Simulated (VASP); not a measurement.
# AgI (F-43m) in VASP: elastic constants with PBEsol

Aim: the elastic constants of AgI with PBEsol.

All numbers are computed with VASP 6.6.1; they aren't measurements. Logs are shortened: lines on timing, memory, paths and dates and some standing lists are left out, and cuts for length are marked.

### 1 The cell of the first run

Symmetry: F-43m, No. 216, cubic system. The conventional cell has a = 6.450 Å, b = 6.450 Å, c = 6.450 Å, α = 90.00°, β = 90.00°, γ = 90.00°. Within 3.7 Å of Ag (site symmetry -43m) lie 4 I at 2.79 Å. I (site symmetry -43m) has 4 Ag at 2.79 Å within 3.7 Å.

### 2 Elastic constants, PBEsol

File INCAR:

```
SYSTEM = AgI
  PREC = Accurate
  ENCUT = 500
  EDIFF = 1E-8
  ISMEAR = 0
  SIGMA = 0.05
  LREAL = .FALSE.
  LASPH = .TRUE.
  NELM = 120
  ALGO = Normal
  ISIF = 3
  LWAVE = .FALSE.
  LCHARG = .TRUE.
  GGA = PS
  NBANDS = 16
  IBRION = 6
  NFREE = 2
  POTIM = 0.015
  NSW = 1
  GGA_COMPAT = .FALSE.
```

File KPOINTS:

```
regular mesh
0
G
  8 8 8
  0 0 0
```

File POSCAR:

```
AgI
1.0
    0.0000000000      3.2249115987      3.2249115987
    3.2249115987      0.0000000000      3.2249115987
    3.2249115987      3.2249115987      0.0000000000
Ag I
1 1
Direct
    0.0000000000      0.0000000000      0.0000000000
    0.7500000000      0.7500000000      0.7500000000
```

Potentials or basis: VASP PAW PBE potentials, release 64 (Ag, I).

Launch:

```console
cat potpaw_PBE.64/Ag/POTCAR potpaw_PBE.64/I/POTCAR > POTCAR
mpirun -np 1 vasp_std > vasp.out
```

OUTCAR:

```text
SYSTEM = AgI
   PREC = Accurate
   ENCUT = 500
   EDIFF = 1E-8
   ISMEAR = 0
   LREAL = .FALSE.
   LASPH = .TRUE.
   NELM = 120
   ISIF = 3
   GGA = PS
   IBRION = 6
   NFREE = 2
   POTIM = 0.015
   NSW = 1

 ion  position               nearest neighbor table
   1  0.000  0.000  0.000-   2 2.79   2 2.79   2 2.79   2 2.79
   2  0.750  0.750  0.750-   1 2.79   1 2.79   1 2.79   1 2.79

  LATTYP: Found a face centered cubic cell.
 ALAT       =     6.4498231974

  Lattice vectors:

 A1 = (   0.0000000000,   3.2249115987,   3.2249115987)
 A2 = (   3.2249115987,   0.0000000000,   3.2249115987)
 A3 = (   3.2249115987,   3.2249115987,   0.0000000000)

Analysis of symmetry for initial positions (statically):
=====================================================================
 Subroutine PRICEL returns:
 Original cell was already a primitive cell.

 Routine SETGRP: Setting up the symmetry group for a
 face centered cubic supercell.

 Subroutine GETGRP returns: Found 24 space group operations
 (whereof 24 operations were pure point group operations)
 out of a pool of 48 trial point group operations.

The static configuration has the point symmetry T_d .

Analysis of symmetry for dynamics (positions and initial velocities):
=====================================================================
 Subroutine PRICEL returns:
 Original cell was already a primitive cell.

 Routine SETGRP: Setting up the symmetry group for a
 face centered cubic supercell.

 Subroutine GETGRP returns: Found 24 space group operations
 (whereof 24 operations were pure point group operations)
 out of a pool of 48 trial point group operations.

The dynamic configuration has the point symmetry T_d .

 Subroutine INISYM returns: Found 24 space group operations
 (whereof 24 operations are pure point group operations),
 and found     1 'primitive' translations

----------------------------------------------------------------------------------------

                                     Primitive cell

  volume of cell :      67.0785

  direct lattice vectors                    reciprocal lattice vectors
     0.000000000  3.224911599  3.224911599    -0.155043010  0.155043010  0.155043010
     3.224911599  0.000000000  3.224911599     0.155043010 -0.155043010  0.155043010
     3.224911599  3.224911599  0.000000000     0.155043010  0.155043010 -0.155043010

  length of vectors
     4.560713720  4.560713720  4.560713720     0.268542370  0.268542370  0.268542370

  position of ions in fractional coordinates (direct lattice)
     0.000000000  0.000000000  0.000000000
     0.750000000  0.750000000  0.750000000

  ion indices of the primitive-cell ions
   primitive index   ion index
                 1           1
                 2           2

----------------------------------------------------------------------------------------

 KPOINTS: regular mesh

Automatic generation of k-mesh.
 Grid dimensions read from file:
 generate k-points for:    8    8    8

 Generating k-lattice:

  Cartesian coordinates                     Fractional coordinates (reciprocal lattice)
    -0.019380376  0.019380376  0.019380376     0.125000000  0.000000000  0.000000000
     0.019380376 -0.019380376  0.019380376     0.000000000  0.125000000  0.000000000
     0.019380376  0.019380376 -0.019380376     0.000000000  0.000000000  0.125000000

  Length of vectors
     0.033567796  0.033567796  0.033567796

  Shift w.r.t. Gamma in fractional coordinates (k-lattice)
     0.000000000  0.000000000  0.000000000

 Subroutine IBZKPT returns following result:
 ===========================================

 Found     29 irreducible k-points:

 Following reciprocal coordinates:
            Coordinates               Weight
  0.000000  0.000000  0.000000      1.000000
  0.125000  0.000000  0.000000      8.000000
  0.250000  0.000000  0.000000      8.000000
[... 49 lines left out ...]
   TEBEG  =    0.0;   TEEND  =   0.0 temperature during run
   PSTRESS=    0.0 pullay stress
   NELECT =      18.0000    total number of electrons
   NUPDOWN=      -1.0000    fix difference up-down
   EMIN   =  10.00;   EMAX   =-10.00  energy-range for DOS
   EFERMI =   0.00;   METHOD = LEGACY
   ISMEAR =     0;   SIGMA  =   0.05  broadening in eV -4-tet -1-fermi 0-gaus
   EFERMI_NEDOS =   21; number of points for ismear=-14 and -15
   IALGO  =     38    algorithm
   IMIX   =      4    mixing-type and parameters
     AMIX     =   0.40;   BMIX     =  1.00
     AMIX_MAG =   1.60;   BMIX_MAG =  1.00
  volume/ion in A,a.u.               =      33.54       226.33
  Fermi-wavevector in a.u.,A,eV,Ry     =   1.055937  1.995431 15.170525  1.115002
  Thomas-Fermi vector in A             =   2.191154
   LORBIT       =      0    0 simple, 1 ext, 2 COOP (PROOUT), +10 PAW based schemes
   GGA     = PS    functional components
   LHFCALC =     F    Hartree Fock is set to
   AEXX    =    0.0000 exact exchange contribution
   IVDW    =     0    specifies the selected vdW correction
   LEPSILON=     F    determine dielectric tensor
   LRPA    =     F    only Hartree local field effects (RPA)
 finite differences with symmetry
 non-spin polarized calculation
 Gauss-broadening in eV      SIGMA  =   0.05
  energy-cutoff  :      500.00
  volume of cell :       67.08
 maximum number of plane-waves:      1727
 NGX is ok and might be reduce to    36
   NGX = 17   NGY = 17   NGZ = 17

--------------------------------------- Ionic step        1  -------------------------------------------

 number of electron      17.9999998 magnetization

 Free energy of the ion-electron system (eV)
  ---------------------------------------------------
  ext. energy  EPLUGINS =         0.00000000
  ---------------------------------------------------
  free energy    TOTEN  =        -5.45483909 eV

  energy without entropy =       -5.45483909  energy(sigma->0) =       -5.45483909

------------------------ aborting loop because EDIFF is reached ----------------------------------------

  FORCE on cell =-STRESS in cart. coord.  units (eV):
  Direction    XX          YY          ZZ          XY          YZ          ZX
  --------------------------------------------------------------------------------------
  -------------------------------------------------------------------------------------
  Total       -0.0133605     -0.0133605     -0.0133605      0.0000000      0.0000000      0.0000000
  in kB       -0.3191168     -0.3191168     -0.3191168      0.0000000      0.0000000      0.0000000
  external PRESSURE =      -0.3191168 kB  Pullay stress =       0.0000000 kB
[... 89 lines left out ...]
  FREE ENERGIE OF THE ION-ELECTRON SYSTEM (eV)
  ---------------------------------------------------
  free  energy   TOTEN  =        -5.4532052836 eV

  energy  without entropy=       -5.4532052836  energy(sigma->0) =       -5.45320528

[... ionic steps 4 to 14 ...]

--------------------------------------- Ionic step       15  -------------------------------------------

 number of electron      17.9999999 magnetization

------------------------ aborting loop because EDIFF is reached ----------------------------------------
[... 67 lines left out ...]
--------------------------------------- Ionic step       17  -------------------------------------------

 number of electron      17.9999997 magnetization

 Free energy of the ion-electron system (eV)
  ---------------------------------------------------
  ext. energy  EPLUGINS =         0.00000000
  ---------------------------------------------------
  free energy    TOTEN  =        -5.45456541 eV

  energy without entropy =       -5.45456541  energy(sigma->0) =       -5.45456541

 E-fermi :   3.4673     XC(G=0):  -8.7331

 val. band max:        3.2500103663   @ k =   0.0000   0.0000   0.0000
 cond. band min:       4.4419132885   @ k =   0.0000   0.0000   0.0000
 fundamental gap:      1.1919029222
 Fermi energy:         3.4673278682

 k-point     1 :       0.0000    0.0000    0.0000
  band No.  band energies     occupation
      1      -9.7250      2.00000
      2      -1.1440      2.00000
      3      -1.1257      2.00000
      4      -1.1070      2.00000
      5       0.0627      2.00000
      6       0.0630      2.00000
[... 433 lines left out ...]
      3      -0.9640      2.00000
      4      -0.7695      2.00000
      5       0.0296      2.00000
      6       0.1083      2.00000
[... 8 lines left out ...]
     15      13.8311      0.00000
     16      14.5248      0.00000

 [... further k-points ...]

------------------------ aborting loop because EDIFF is reached ----------------------------------------

  FORCE on cell =-STRESS in cart. coord.  units (eV):
  Direction    XX          YY          ZZ          XY          YZ          ZX
  --------------------------------------------------------------------------------------
  -------------------------------------------------------------------------------------
  Total       -0.0127407     -0.0115437     -0.0115437      0.0000000     -0.0638039      0.0000000
  in kB       -0.3043132     -0.2757216     -0.2757216      0.0000000     -1.5239624      0.0000000
  external PRESSURE =      -0.2852521 kB  Pullay stress =       0.0000000 kB
[... 17 lines left out ...]
  FREE ENERGIE OF THE ION-ELECTRON SYSTEM (eV)
  ---------------------------------------------------
  free  energy   TOTEN  =        -5.4545654093 eV

  energy  without entropy=       -5.4545654093  energy(sigma->0) =       -5.45456541

 INTERNAL STRAIN TENSORS FROM STRAINED CELLS
 ============================================

 INTERNAL STRAIN TENSOR FOR ION    1 for displacements in x,y,z  (eV/Angst):
          X           Y           Z          XY          YZ          ZX
  --------------------------------------------------------------------------------
  x    -0.00000    -0.00000     0.00000     0.00000    -4.26665     0.00000
  y     0.00000    -0.00000     0.00000    -0.00000     0.00000    -4.26664
  z     0.00000    -0.00000    -0.00000    -4.26670    -0.00000    -0.00000

 INTERNAL STRAIN TENSORS FROM DISPLACED ATOMS
 ============================================

 INTERNAL STRAIN TENSOR FOR ION    1 for displacements in x,y,z  (eV/Angst):
          X           Y           Z          XY          YZ          ZX
  --------------------------------------------------------------------------------
  x     0.00000     0.00000     0.00000     0.00000    -4.26732     0.00000
  y     0.00000     0.00000     0.00000     0.00000     0.00000    -4.26732
  z     0.00000     0.00000     0.00000    -4.26732     0.00000     0.00000

 INTERNAL STRAIN TENSOR FOR ION    2 for displacements in x,y,z  (eV/Angst):
          X           Y           Z          XY          YZ          ZX
  --------------------------------------------------------------------------------
  x    -0.00000    -0.00000    -0.00000     0.00000     4.25454     0.00000
  y    -0.00000     0.00000    -0.00000     0.00000     0.00000     4.25454
  z    -0.00000    -0.00000    -0.00000     4.25454     0.00000     0.00000

 Eigenvectors and eigenvalues of the dynamical matrix
 ----------------------------------------------------

   1 f  =    3.190037 THz    20.043597 2PiTHz  106.408196 cm-1    13.192929 meV
             X         Y         Z           dx          dy          dz
      0.000000  0.000000  0.000000     0.734816    0.000000    0.000000
      4.837367  4.837367  4.837367    -0.678266    0.000000    0.000000
[... 21 lines left out ...]
   6 f/i=    0.001877 THz     0.011792 2PiTHz    0.062599 cm-1     0.007761 meV
             X         Y         Z           dx          dy          dz
      0.000000  0.000000  0.000000    -0.561304    0.361299    0.120192
      4.837367  4.837367  4.837367    -0.608102    0.391422    0.130213

--------------------------------------------------------------------------------------------------------

 ELASTIC MODULI CONTR FROM IONIC RELAXATION (kBar)
 Direction    XX          YY          ZZ          XY          YZ          ZX
 --------------------------------------------------------------------------------
 XX          -0.0000     -0.0000     -0.0000      0.0000      0.0000      0.0000
 YY          -0.0000     -0.0000     -0.0000      0.0000      0.0000      0.0000
 ZZ          -0.0000     -0.0000     -0.0000      0.0000      0.0000      0.0000
 XY           0.0000      0.0000      0.0000   -178.6001      0.0000      0.0000
 YZ           0.0000      0.0000      0.0000      0.0000   -178.6001      0.0000
 ZX           0.0000      0.0000      0.0000      0.0000      0.0000   -178.6001
 --------------------------------------------------------------------------------

 TOTAL ELASTIC MODULI (kBar)
 Direction    XX          YY          ZZ          XY          YZ          ZX
 --------------------------------------------------------------------------------
 XX         384.8276    317.0930    317.0930      0.0000      0.0000     -0.0000
 YY         317.0930    384.8276    317.0930     -0.0000      0.0000      0.0000
 ZZ         317.0930    317.0930    384.8276      0.0000      0.0000      0.0000
 XY           0.0000     -0.0000      0.0000     98.0349      0.0000      0.0000
 YZ           0.0000      0.0000      0.0000      0.0000     98.0349      0.0000
 ZX          -0.0000      0.0000      0.0000      0.0000      0.0000     98.0349
 --------------------------------------------------------------------------------
```

It took 15 min on 1 thread of AMD EPYC 9R45 (Zen 5), shared host; peak memory 0.38 GiB.

Results:

```
Elastic constants C11, C12, C44                         : 38, 32, 10 GPa
Voigt bulk modulus                                      : 34 GPa
Highest phonon frequency at Γ, LO-TO splitting left out : 106 cm⁻¹
```

Phonon frequencies in cm⁻¹ (negative: imaginary):
| q point | frequencies |
| --- | --- |
| (0.000, 0.000, 0.000) | 0 0 0 106 106 106 |

Elastic tensor in Voigt notation (GPa, in the Cartesian axes of the cell as first typed):
```
38 32 32  0  0  0
32 38 32  0  0  0
32 32 38  0  0  0
 0  0  0 10  0  0
 0  0  0  0 10  0
 0  0  0  0  0 10
```

Clamped-ion elastic tensor (GPa):
```
38 32 32  0  0  0
32 38 32  0  0  0
32 32 38  0  0  0
 0  0  0 28  0  0
 0  0  0  0 28  0
 0  0  0  0  0 28
```

Caveat: the PAW data sets were made with another functional, which shifts forces and pressure a little; spin-orbit coupling is left out, which moves the levels of the heavy elements.
